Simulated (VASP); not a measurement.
# Ca3SbP (P4mm) in VASP: further runs, part 2 of 2

VASP 6.6.1.

### 5 Single point, LDA (atoms displaced along a vibrational mode)

Contents of INCAR:

```
SYSTEM = Ca3SbP
PREC = Accurate
ENCUT = 520
EDIFF = 1E-6
ISMEAR = 0
SIGMA = 0.05
LREAL = .False.
LASPH = .True.
NELM = 60
ALGO = Normal
ISIF = 2
LWAVE = .False.
LCHARG = .False.
NBANDS = 28
```

Contents of KPOINTS:

```
Automatic mesh
0
Gamma
  6 6 6
  0 0 0
```

Contents of POSCAR:

```
Ca3SbP
1.0
    5.2516179336      0.0000000000      0.0000000000
    0.0000000000      5.2516179336      0.0000000000
    0.0000000000      0.0000000000      5.2516179336
Ca Sb P
3 1 1
Direct
   -0.0086120789      0.5000000000      0.5000000000
    0.4657248486      0.0000000000      0.5000000000
    0.4657248486      0.5000000000      0.0000000000
    0.0263291015      0.0000000000      0.0000000000
    0.4963415017      0.5000000000      0.5000000000
```

Potentials or basis: VASP PAW LDA potentials, release 64 (Ca_sv, Sb, P).

On the command line:

```console
> cat potpaw_LDA.64/Ca_sv/POTCAR potpaw_LDA.64/Sb/POTCAR potpaw_LDA.64/P/POTCAR > POTCAR
> mpirun -np 1 vasp_std > vasp.out
```

OUTCAR:

```text
SYSTEM = Ca3SbP
   PREC = Accurate
   ENCUT = 520
   EDIFF = 1E-6
   ISMEAR = 0
   LREAL = .False.
   LASPH = .True.
   NELM = 60
   ISIF = 2

 ion  position               nearest neighbor table
   1  0.991  0.500  0.500-   5 2.60   5 2.65
   2  0.466  0.000  0.500-   5 2.63   5 2.63
   3  0.466  0.500  0.000-   5 2.63   5 2.63
   4  0.026  0.000  0.000-
   5  0.496  0.500  0.500-   1 2.60   2 2.63   3 2.63   3 2.63   2 2.63   1 2.65

[... 947 lines left out ...]
  --------------------------------------------------------------------------------------
  -------------------------------------------------------------------------------------
  Total        0.8682434      0.1790208      0.1790208      0.0000000     -0.0000000      0.0000000
  in kB        9.6044547      1.9803175      1.9803175      0.0000000     -0.0000000      0.0000000
  external PRESSURE =       4.5216966 kB  Pullay stress =       0.0000000 kB

 VOLUME and BASIS-vectors are now :
 -----------------------------------------------------------------------------
  energy-cutoff  :      520.00
  volume of cell :      144.84
      direct lattice vectors                 reciprocal lattice vectors
     5.251617934  0.000000000  0.000000000     0.190417508  0.000000000  0.000000000
     0.000000000  5.251617934  0.000000000     0.000000000  0.190417508  0.000000000
     0.000000000  0.000000000  5.251617934     0.000000000  0.000000000  0.190417508

 POSITION                                       TOTAL-FORCE (eV/Angst)
 -----------------------------------------------------------------------------------
      5.20639      2.62581      2.62581        -0.003435      0.000000      0.000000
      2.44581      0.00000      2.62581         0.019146      0.000000      0.000000
      2.44581      2.62581      0.00000         0.019146     -0.000000      0.000000
      0.13827      0.00000      0.00000        -0.006419      0.000000     -0.000000
      2.60660      2.62581      2.62581        -0.028438      0.000000     -0.000000
 -----------------------------------------------------------------------------------
    total drift:                                0.000448     -0.000000     -0.000000

  FREE ENERGIE OF THE ION-ELECTRON SYSTEM (eV)
  ---------------------------------------------------
  free  energy   TOTEN  =       -22.6180544303 eV

  energy  without entropy=      -22.6180544303  energy(sigma->0) =      -22.61805443
```

OSZICAR:

```text
N       E                     dE             d eps       ncg     rms          rms(c)
DAV:   1     0.358685169374E+03    0.35869E+03   -0.18726E+04  2240   0.129E+03
DAV:   2     0.989105828066E+00   -0.35770E+03   -0.35149E+03  2500   0.375E+02
DAV:   3    -0.222792443517E+02   -0.23268E+02   -0.23107E+02  3516   0.765E+01
DAV:   4    -0.242810567329E+02   -0.20018E+01   -0.19954E+01  3808   0.196E+01
DAV:   5    -0.243652617887E+02   -0.84205E-01   -0.84192E-01  3468   0.353E+00    0.794E+00
DAV:   6    -0.228393887175E+02    0.15259E+01   -0.34904E+00  2560   0.582E+00    0.494E+00
DAV:   7    -0.226328944580E+02    0.20649E+00   -0.14456E+00  3056   0.440E+00    0.219E+00
DAV:   8    -0.226275497121E+02    0.53447E-02   -0.38985E-01  2792   0.235E+00    0.717E-01
DAV:   9    -0.226187024426E+02    0.88473E-02   -0.41581E-02  2880   0.760E-01    0.395E-01
DAV:  10    -0.226180861271E+02    0.61632E-03   -0.13649E-02  3492   0.343E-01    0.188E-01
DAV:  11    -0.226181283666E+02   -0.42239E-04   -0.14013E-03  3080   0.172E-01    0.104E-01
DAV:  12    -0.226180588211E+02    0.69545E-04   -0.40204E-04  2908   0.872E-02    0.487E-02
DAV:  13    -0.226180561256E+02    0.26955E-05   -0.29465E-05  3008   0.267E-02    0.216E-02
DAV:  14    -0.226180544853E+02    0.16403E-05   -0.61861E-06  2548   0.122E-02    0.730E-03
DAV:  15    -0.226180544303E+02    0.55065E-07   -0.70947E-07  1608   0.481E-03
   1 F= -.22618054E+02 E0= -.22618054E+02  d E =-.432594E-21
```

stdout:

```text
POSCAR found type information on POSCAR CaSbP
 POSCAR found :  3 types and       5 ions
 scaLAPACK will be used
 LDA part: xc-table for (Slater(with rela. corr.)+CA(PZ))
 , standard interpolation
 POSCAR, INCAR and KPOINTS ok, starting setup
 FFT: planning ... GRIDC
 FFT: planning ... GRID_SOFT
 FFT: planning ... GRID
 WAVECAR not read
 entering main loop
```

Run time: 87 s. Hardware: 1 thread of AMD EPYC 9R45 (Zen 5), shared host; peak memory 0.27 GiB.

Results:

```yaml
Free_energy: -22.6181 eV
Pressure: 0.5 GPa
Largest_force: 0.028 eV/Å
Band_gap_on_the_k_mesh: 0.67 eV
```

Forces in eV/Å, atoms in the order of the input:
```
Ca  -0.003  0.000  0.000
Ca   0.019  0.000  0.000
Ca   0.019  0.000  0.000
Sb  -0.006  0.000  0.000
P   -0.028  0.000  0.000
```

Stress tensor (GPa, compression positive):
```
0.96 0.00 0.00
0.00 0.20 0.00
0.00 0.00 0.20
```

Caveat: the cell differs from its parent crystal (atoms displaced along a vibrational mode); semilocal functionals underestimate gaps, and a narrow one can read as zero; spin-orbit coupling is left out, which moves the levels of the heavy elements. A k mesh can miss the band edges.

### 6 The runs side by side

```csv
cell,gap on the mesh (eV),pressure (GPa),largest force (eV/Å)
"a = 5.208 Å, 5 atoms, atomic positions A",0.65,1.7,0.05
"a = 5.252 Å, 5 atoms, atomic positions B",0.58,0.3,0.02
"a = 5.252 Å, 5 atoms, atomic positions C",0.78,0.7,0.06
"a = 5.252 Å, 5 atoms, atomic positions A",0.67,0.5,0.03
```

Alike in all rows: task single point; level LDA; potentials or basis VASP PAW LDA potentials, release 64 (Ca_sv, Sb, P); no spin polarisation; k mesh 6 × 6 × 6; cutoff (eV) 520; smearing gaussian 0.05 eV.

Caveats: semilocal functionals underestimate gaps, and a narrow one can read as zero; spin-orbit coupling is left out, which moves the levels of the heavy elements.

Total energies depend on the potentials used, so only differences within one code and one set of settings carry meaning.
